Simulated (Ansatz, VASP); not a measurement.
## Si in VASP and in Ansatz

```
Si
1.0
     3.87500    0.00000    0.00000
    -1.93750    3.35585    0.00000
     0.00000    0.00000   28.00000
Si
2
Direct
  0.33333 0.66667 0.51786
  0.66667 0.33333 0.48214
```

Alike in both runs: task single point; functional PBE; k mesh 15 × 15 × 1; occupations gaussian, width 0.1 eV; no spin polarisation.

```csv
,VASP,Ansatz
version,VASP 6.6.1,Ansatz 0.2.0
potentials or method,"VASP PAW PBE potentials, release 64 (Si), cutoff 520 eV","scalar-relativistic, plane waves, PAW"
valence electrons in the cell,8,8
```

Ansatz gave:

| Quantity | Value |
| --- | --- |
| gap on the k mesh at the Fermi level (eV) | none |
| rms of the force components (eV/Å) | 1.230 |
| work function, face that differs most (eV) | 4.37 |

Question: Estimate VASP's values.

Answer: gap on the k mesh at the Fermi level (eV): none; rms of the force components (eV/Å): 1.232; work function, face that differs most (eV): 4.38.

Atom by atom the forces differ by 0.002 eV/Å (rms over components). A gap of «none» marks a metal or a gap that the smearing closes. The functional is the same, so the differences come from potentials, cutoffs and numerics.
